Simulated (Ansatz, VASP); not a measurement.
# Two plane-wave programs on Ge

Contents of INCAR:

```
PREC     = Accurate       # precision mode
ENCUT    = 520            # plane-wave cutoff, eV
EDIFF    = 1E-7           # SCF threshold, eV
ISMEAR   = -1             # smearing method
SIGMA    = 0.1            # smearing width, eV
LREAL    = False          # projectors in reciprocal space
LASPH    = True           # aspherical terms in the spheres
NELM     = 60             # most SCF steps
ALGO     = Normal         # electronic algorithm
ISIF     = 2              # what is computed and relaxed
LWAVE    = False          # write WAVECAR
LCHARG   = True           # write CHGCAR
GGA      = PS             # functional
LELF     = True           # ELF
LVHAR    = True         
NBANDS   = 13             # bands
```

The input KPOINTS:

```
Automatic mesh
0
Gamma
  15 15 15
```

Contents of POSCAR:

```
Ge
1.0
   -1.6607796409      1.6607796409      1.6607796409
    1.6607796409     -1.6607796409      1.6607796409
    1.6607796409      1.6607796409     -1.6607796409
Ge
1
Direct
    0.0000000000      0.0000000000      0.0000000000
```

Input for Ansatz:

```yaml
crystal:
  lattice:
    - [-1.6607796409, 1.6607796409, 1.6607796409]
    - [1.6607796409, -1.6607796409, 1.6607796409]
    - [1.6607796409, 1.6607796409, -1.6607796409]
  atoms:
    - { symbol: Ge, position: [0.0, 0.0, 0.0] }
hamiltonian:
  xc: pbesol
  pseudopotentials:
    kind: paw
    azcp:
      Ge: "pseudopotentials/Ge.paw.azcp"
basis:
  ecutwfc: 420
  fft_grid_basis: typed
kpoints:
  mp_grid: { grid: [15, 15, 15], shift: [0, 0, 0] }
magnetization:
  spin_polarized: false
scf:
  occupations: { method: fermi_dirac, width: 0.1 }
  lower_state_search: "off"
output:
  stress: true
```

Alike in both runs: task single point; functional PBEsol; k mesh 15 × 15 × 15; occupations fermi-dirac, width 0.1 eV; no spin polarisation.

|  | VASP | Ansatz |
| --- | --- | --- |
| version | VASP 6.6.1 | Ansatz 0.2.0 |
| potentials or method | VASP PAW PBE potentials, release 64 (Ge_d), cutoff 520 eV | plane waves (420 eV) with PAW, scalar-relativistic |
| valence electrons in the cell | 14 | 14 |

```csv
,VASP,Ansatz,Ansatz less VASP
pressure (GPa),-0.5,-0.5,-0.06
```

VASP's potentials were made for PBE, not for PBEsol, and Ansatz warns of the same on its side.
